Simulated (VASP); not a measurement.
# Y3Si2F in VASP: single point with PBE

Aim: the single point of Y3Si2F with PBE.

Everything below comes from runs of VASP 6.6.1. Logs are shortened: lines on timing, memory, paths and dates and some standing lists are left out, and cuts for length are marked.

## (1) The cell of the first run

The typed cell holds 6 atoms: a = 7.179 Å, b = 7.179 Å, c = 3.928 Å, α = 90.00°, β = 90.00°, γ = 120.00°.

The cell was built from a structure type or drawn by symmetry, and may not be a known phase.

## (2) Single point, PBE

Input file INCAR:

```
SYSTEM = Y3Si2F
ALGO     = Normal         ! electronic algorithm
EDIFF    = 1E-7           ! SCF threshold, eV
ENCUT    = 520            ! plane-wave cutoff, eV
GGA      = PE             ! functional
ISIF     = 2              ! what is computed and relaxed
ISMEAR   = 0              ! smearing method
LASPH    = .TRUE.         ! aspherical terms in the spheres
LCHARG   = .FALSE.        ! write CHGCAR
LREAL    = .FALSE.        ! projectors in reciprocal space
LWAVE    = .FALSE.        ! write WAVECAR
NBANDS   = 33             ! bands
NELM     = 100            ! most SCF steps
PREC     = Accurate       ! precision mode
SIGMA    = 0.1            ! smearing width, eV
```

Input file KPOINTS:

```
k-points
0
G
  6 6 4
  0 0 0
```

Input file POSCAR:

```
Y3Si2F
1.0
    7.1792501772      0.0000000037      0.0000000000
   -3.5896250918      6.2174130318      0.0000000000
    0.0000000000      0.0000000000      3.9284604389
Y Si F
3 2 1
Direct
    0.0000000000      0.5000000000      1.0283361624
    0.5000000000      0.0000000000      1.0283361624
    0.5000000000      0.5000000000      1.0283361624
    0.6666666667      0.3333333333      0.5283158680
    0.3333333333      0.6666666667      0.5283158680
    0.0000000000      0.0000000000      0.0283546869
```

Potentials or basis: VASP PAW PBE potentials, release 64 (Y_sv, Si, F).

Run with:

```console
cat potpaw_PBE.64/Y_sv/POTCAR potpaw_PBE.64/Si/POTCAR potpaw_PBE.64/F/POTCAR > POTCAR
mpirun -np 1 vasp_std > vasp.out
```

OUTCAR:

```text
SYSTEM = Y3Si2F
   EDIFF = 1E-7
   ENCUT = 520
   GGA = PE
   ISIF = 2
   ISMEAR = 0
   LASPH = .TRUE.
   LREAL = .FALSE.
   NELM = 100
   PREC = Accurate

 ion  position               nearest neighbor table
   1  0.000  0.500  0.028-   4 2.86   5 2.86   4 2.86   5 2.86   3 3.59   3 3.59   2 3.59   2 3.59

   2  0.500  0.000  0.028-   4 2.86   5 2.86   4 2.86   5 2.86   3 3.59   3 3.59   1 3.59   1 3.59

   3  0.500  0.500  0.028-   4 2.86   5 2.86   4 2.86   5 2.86   1 3.59   1 3.59   2 3.59   2 3.59

   4  0.667  0.333  0.528-   1 2.86   2 2.86   3 2.86   1 2.86   2 2.86   3 2.86
   5  0.333  0.667  0.528-   1 2.86   2 2.86   3 2.86   1 2.86   2 2.86   3 2.86
   6  0.000  0.000  0.028-

  LATTYP: Found a hexagonal cell.
 ALAT       =     7.1792501772
 C/A-ratio  =     0.5471964818

  Lattice vectors:

 A1 = (   7.1792501772,   0.0000000037,   0.0000000000)
 A2 = (  -3.5896250918,   6.2174130318,   0.0000000000)
 A3 = (   0.0000000000,   0.0000000000,   3.9284604389)

Analysis of symmetry for initial positions (statically):
=====================================================================
 Subroutine PRICEL returns:
 Original cell was already a primitive cell.

 Routine SETGRP: Setting up the symmetry group for a
 hexagonal supercell.

 Subroutine GETGRP returns: Found 12 space group operations
 (whereof 12 operations were pure point group operations)
 out of a pool of 24 trial point group operations.

The static configuration has the point symmetry C_6v.

Analysis of symmetry for dynamics (positions and initial velocities):
=====================================================================
 Subroutine PRICEL returns:
 Original cell was already a primitive cell.

 Routine SETGRP: Setting up the symmetry group for a
 hexagonal supercell.

 Subroutine GETGRP returns: Found 12 space group operations
 (whereof 12 operations were pure point group operations)
 out of a pool of 24 trial point group operations.

The dynamic configuration has the point symmetry C_6v.

 Subroutine INISYM returns: Found 12 space group operations
 (whereof 12 operations are pure point group operations),
 and found     1 'primitive' translations

----------------------------------------------------------------------------------------

                                     Primitive cell

  volume of cell :     175.3522

  direct lattice vectors                    reciprocal lattice vectors
     7.179250177  0.000000004  0.000000000     0.139290312  0.080419299  0.000000000
    -3.589625092  6.217413032  0.000000000    -0.000000000  0.160838599  0.000000000
     0.000000000  0.000000000  3.928460439     0.000000000  0.000000000  0.254552646

  length of vectors
     7.179250177  7.179250177  3.928460439     0.160838599  0.160838599  0.254552646

  position of ions in fractional coordinates (direct lattice)
     0.000000000  0.500000000  0.028336162
     0.500000000  0.000000000  0.028336162
     0.500000000  0.500000000  0.028336162
     0.666666667  0.333333333  0.528315868
     0.333333333  0.666666667  0.528315868
     0.000000000  0.000000000  0.028354687

  ion indices of the primitive-cell ions
   primitive index   ion index
                 1           1
                 2           2
                 3           3
                 4           4
                 5           5
                 6           6

----------------------------------------------------------------------------------------

 KPOINTS: k-points

Automatic generation of k-mesh.
 Grid dimensions read from file:
 generate k-points for:    6    6    4

 Generating k-lattice:

  Cartesian coordinates                     Fractional coordinates (reciprocal lattice)
     0.023215052  0.013403217  0.000000000     0.166666667  0.000000000  0.000000000
    -0.000000000  0.026806433  0.000000000     0.000000000  0.166666667  0.000000000
     0.000000000  0.000000000  0.063638162     0.000000000  0.000000000  0.250000000

  Length of vectors
     0.026806433  0.026806433  0.063638162

  Shift w.r.t. Gamma in fractional coordinates (k-lattice)
     0.000000000  0.000000000  0.000000000

 Subroutine IBZKPT returns following result:
 ===========================================

 Found     21 irreducible k-points:

 Following reciprocal coordinates:
            Coordinates               Weight
  0.000000  0.000000  0.000000      1.000000
  0.166667 -0.000000  0.000000      6.000000
  0.333333  0.000000  0.000000      6.000000
  0.500000 -0.000000  0.000000      3.000000
  0.166667  0.166667  0.000000      6.000000
  0.333333  0.166667  0.000000     12.000000
[... 13 lines left out ...]
  0.333333  0.166667  0.500000     12.000000
  0.333333  0.333333  0.500000      2.000000
   k-points           NKPTS =     21   k-points in BZ     NKDIM =     21   number of bands    NBANDS=     33
   number of dos      NEDOS =    301   number of ions     NIONS =      6
   total plane-waves  NPLWV =  87480
   dimension x,y,z NGX =    54 NGY =   54 NGZ =   30
   dimension x,y,z NGXF=   108 NGYF=  108 NGZF=   60
   ions per type =               3   2   1
   NGX,Y,Z   is equivalent  to a cutoff of  12.50, 12.50, 12.70 a.u.
   NGXF,Y,Z  is equivalent  to a cutoff of  25.01, 25.01, 25.39 a.u.
 SYSTEM =  Y3Si2F
   PREC   = accura    normal or accurate (medium, high low for compatibility)
   ISTART =      0    job   : 0-new  1-cont  2-samecut
   ICHARG =      2    charge: 1-file 2-atom 10-const
   ISPIN  =      1    spin polarized calculation?
   LNONCOLLINEAR =      F non collinear calculations
   LSORBIT =      F    spin-orbit coupling
   LASPH  =      T    aspherical Exc in radial PAW
   ENCUT  =  520.0 eV  38.22 Ry    6.18 a.u.  13.35 13.35  7.30*2*pi/ulx,y,z
   NELM   =    100;   NELMIN=  2; NELMDL= -5     # of ELM steps
   EDIFF  = 0.1E-06   stopping-criterion for ELM
   LREAL  =      F    real-space projection
   EDIFFG = 0.1E-05   stopping-criterion for IOM
   NSW    =      0    number of steps for IOM
   IBRION =     -1    ionic relax: 0-MD 1-quasi-New 2-CG
   NFREE  =      0    steps in history (QN), initial steepest desc. (CG)
   ISIF   =      2    stress and relaxation
   ISYM   =      2    0-nonsym 1-usesym 2-fastsym
   POTIM  = 0.5000    time-step for ionic-motion
   TEBEG  =    0.0;   TEEND  =   0.0 temperature during run
   PSTRESS=    0.0 pullay stress
   NELECT =      48.0000    total number of electrons
   NUPDOWN=      -1.0000    fix difference up-down
   EMIN   =  10.00;   EMAX   =-10.00  energy-range for DOS
   EFERMI =   0.00;   METHOD = LEGACY
   ISMEAR =     0;   SIGMA  =   0.10  broadening in eV -4-tet -1-fermi 0-gaus
   EFERMI_NEDOS =   21; number of points for ismear=-14 and -15
   IALGO  =     38    algorithm
   IMIX   =      4    mixing-type and parameters
     AMIX     =   0.40;   BMIX     =  1.00
     AMIX_MAG =   1.60;   BMIX_MAG =  1.00
  volume/ion in A,a.u.               =      29.23       197.22
  Fermi-wavevector in a.u.,A,eV,Ry     =   1.062963  2.008709 15.373094  1.129891
  Thomas-Fermi vector in A             =   2.198432
   LORBIT       =      0    0 simple, 1 ext, 2 COOP (PROOUT), +10 PAW based schemes
   GGA     = PE    functional components
   LHFCALC =     F    Hartree Fock is set to
   AEXX    =    0.0000 exact exchange contribution
   IVDW    =     0    specifies the selected vdW correction
   LEPSILON=     F    determine dielectric tensor
   LRPA    =     F    only Hartree local field effects (RPA)
 non-spin polarized calculation
 Gauss-broadening in eV      SIGMA  =   0.10
  energy-cutoff  :      520.00
  volume of cell :      175.35
 maximum number of plane-waves:      4750
 NGX is ok and might be reduce to    54
   NGX = 27   NGY = 27   NGZ = 15

 number of electron      48.0000006 magnetization

 Free energy of the ion-electron system (eV)
  ---------------------------------------------------
  ext. energy  EPLUGINS =         0.00000000
  ---------------------------------------------------
  free energy    TOTEN  =       -36.08430389 eV

  energy without entropy =      -36.07739932  energy(sigma->0) =      -36.08085160

 E-fermi :   1.9617     XC(G=0):  -8.3791

 val. band max:        1.9105566605   @ k =   0.1667  -0.0000   0.0000
 cond. band min:       2.0395152578   @ k =   0.3333   0.1667   0.0000
 fundamental gap:      0.1289585973
 Fermi energy:         1.9617133008

 k-point     1 :       0.0000    0.0000    0.0000
  band No.  band energies     occupation
      1     -40.8525      2.00000
      2     -40.8195      2.00000
      3     -40.8195      2.00000
      4     -21.1083      2.00000
      5     -21.1083      2.00000
      6     -21.0121      2.00000
[... 25 lines left out ...]
     32       5.1621      0.00000
     33       5.5901      0.00000

 k-point     2 :       0.1667   -0.0000    0.0000
  band No.  band energies     occupation
      1     -40.8506      2.00000
      2     -40.8214      2.00000
      3     -40.8195      2.00000
      4     -21.1066      2.00000
      5     -21.0973      2.00000
      6     -20.9892      2.00000
[... 25 lines left out ...]
     32       5.1691      0.00000
     33       5.5030      0.00000

 k-point     3 :       0.3333    0.0000    0.0000
  band No.  band energies     occupation
      1     -40.8456      2.00000
      2     -40.8265      2.00000
      3     -40.8195      2.00000
      4     -21.1047      2.00000
      5     -21.0689      2.00000
      6     -20.9833      2.00000
[... 25 lines left out ...]
     32       5.1882      0.00000
     33       5.2188      0.00000

 k-point     4 :       0.5000   -0.0000    0.0000
  band No.  band energies     occupation
      1     -40.8415      2.00000
      2     -40.8305      2.00000
      3     -40.8195      2.00000
      4     -21.1042      2.00000
      5     -21.0437      2.00000
      6     -21.0060      2.00000
[... 565 lines left out ...]
     32       5.2163      0.00000
     33       5.2226      0.00000

 k-point    20 :       0.3333    0.1667    0.5000
  band No.  band energies     occupation
      1     -40.8345      2.00000
      2     -40.8237      2.00000
      3     -40.8128      2.00000
      4     -21.0845      2.00000
      5     -21.0405      2.00000
      6     -20.9935      2.00000
[... 25 lines left out ...]
     32       4.6124      0.00000
     33       5.1785      0.00000

 k-point    21 :       0.3333    0.3333    0.5000
  band No.  band energies     occupation
      1     -40.8291      2.00000
      2     -40.8291      2.00000
      3     -40.8128      2.00000
      4     -21.0779      2.00000
      5     -21.0198      2.00000
      6     -21.0198      2.00000
[... 25 lines left out ...]
     32       4.6491      0.00000
     33       4.6491      0.00000

------------------------ aborting loop because EDIFF is reached ----------------------------------------

  FORCE on cell =-STRESS in cart. coord.  units (eV):
  Direction    XX          YY          ZZ          XY          YZ          ZX
  --------------------------------------------------------------------------------------
  -------------------------------------------------------------------------------------
  Total       -0.0143203     -0.0143203     -0.0812196     -0.0000000      0.0000000      0.0000000
  in kB       -0.1308429     -0.1308429     -0.7420966     -0.0000000      0.0000000      0.0000000
  external PRESSURE =      -0.3345942 kB  Pullay stress =       0.0000000 kB

 VOLUME and BASIS-vectors are now :
 -----------------------------------------------------------------------------
  energy-cutoff  :      520.00
  volume of cell :      175.35
      direct lattice vectors                 reciprocal lattice vectors
     7.179250177  0.000000004  0.000000000     0.139290312  0.080419299  0.000000000
    -3.589625092  6.217413032  0.000000000    -0.000000000  0.160838599  0.000000000
     0.000000000  0.000000000  3.928460439     0.000000000  0.000000000  0.254552646

 POSITION                                       TOTAL-FORCE (eV/Angst)
 -----------------------------------------------------------------------------------
     -1.79481      3.10871      0.11132         0.000000      0.000000     -0.000195
      3.58963      0.00000      0.11132         0.000000      0.000000     -0.000195
      1.79481      3.10871      0.11132         0.000000      0.000000     -0.000195
      3.58963      2.07247      2.07547         0.000000      0.000000      0.000533
     -0.00000      4.14494      2.07547         0.000000      0.000000      0.000533
      0.00000      0.00000      0.11139        -0.000000     -0.000000     -0.000481
 -----------------------------------------------------------------------------------
    total drift:                               -0.000000     -0.000000     -0.000499

  FREE ENERGIE OF THE ION-ELECTRON SYSTEM (eV)
  ---------------------------------------------------
  free  energy   TOTEN  =       -36.0843038917 eV

  energy  without entropy=      -36.0773993165  energy(sigma->0) =      -36.08085160
```

Wall time 5.5 min (1 thread of Intel Xeon Platinum 8488C (Sapphire Rapids), shared host); peak memory 0.33 GiB.

Results:

```
Free energy            : -36.0843 eV
Pressure               : 0.0 GPa
Band gap on the k mesh : zero (bands 24 and 25 overlap by 0.24 eV)
```

Levels at points of the mesh, in eV from the Fermi level:
```tsv
k point	band 22	band 23	band 24	band 25	band 26	band 27
(0.00, 0.00, 0.00)	-0.68	0.18	0.18	0.42	0.45	0.45
(0.50, 0.00, 0.00)	-0.92	-0.34	-0.16	-0.07	0.88	1.32
(0.00, 0.00, 0.50)	-0.91	-0.28	-0.28	0.17	0.17	1.10
(0.50, 0.00, 0.50)	-0.99	-0.99	-0.63	0.73	1.56	1.62
```

Caveat: the k points lie up to 0.40 Å⁻¹ apart.
